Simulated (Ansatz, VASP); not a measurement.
**Rb in VASP and in Ansatz**

The input INCAR:

```
  ALGO = Fast
  EDIFF = 1E-6
  ENCUT = 520
  GGA = CA
  ISIF = 2
  ISMEAR = 0
  LASPH = True
  LCHARG = False
  LREAL = False
  LWAVE = False
  NBANDS = 16
  NELM = 60
  PREC = Accurate
  SIGMA = 0.15
```

KPOINTS

```
k-points
0
Gamma
  12 12 6
```

The input POSCAR:

```
Rb
1.0
    5.5970276736      0.0000000000      0.0000000000
   -2.7985138368      4.4065165009      0.0000000000
    0.0000000000      0.0000000000      8.4420579800
Rb
2
Direct
    0.3333333333      0.6666666667      0.2500000000
    0.6666666667      0.3333333333      0.7500000000
```

Input for Ansatz:

```yaml
crystal:
  lattice:
    - [5.5970276736, 0.0, 0.0]
    - [-2.7985138368, 4.4065165009, 0.0]
    - [0.0, 0.0, 8.44205798]
  atoms:
    - { symbol: Rb, position: [0.3333333333, 0.6666666667, 0.25] }
    - { symbol: Rb, position: [0.6666666667, 0.3333333333, 0.75] }
basis:
  ecutwfc: 420
kpoints:
  mp_grid: { grid: [12, 12, 6] }
hamiltonian:
  xc: lda
scf:
  occupations: { method: gaussian, width: 0.15 }
output:
  forces: true
  stress: true
  eigenvalues: true
```

Change from the starting cell: strain +0.1000 x Voigt [1, 0, 0, 0, 0, 0], atoms carried along.

Alike in both runs: task single point; functional LDA; k mesh 12 × 12 × 6; occupations gaussian, width 0.15 eV; no spin polarisation.

|  | VASP | Ansatz |
| --- | --- | --- |
| version | VASP 6.6.1 | Ansatz 0.2.0 |
| potentials or method | VASP PAW LDA potentials, release 64 (Rb_sv), cutoff 520 eV | scalar-relativistic, plane waves, PAW |
| valence electrons in the cell | 18 | 18 |

|  | VASP | Ansatz | Ansatz less VASP |
| --- | --- | --- | --- |
| gap on the k mesh at the Fermi level (eV) | none | none | - |
| pressure (GPa) | -0.6 | -0.6 | 0.00 |
| traceless stress, the component that is largest in VASP (GPa) | -0.07 | -0.07 | 0.000 |
| rms of the force components (eV/Å) | 0.006 | 0.006 | +0.0002 |

LDA's correlation is that of Perdew and Zunger in VASP and of Perdew and Wang (1992) in Ansatz. Atom by atom the forces differ by 0.000 eV/Å (rms over components). A gap of «none» marks a metal or a gap that the smearing closes.
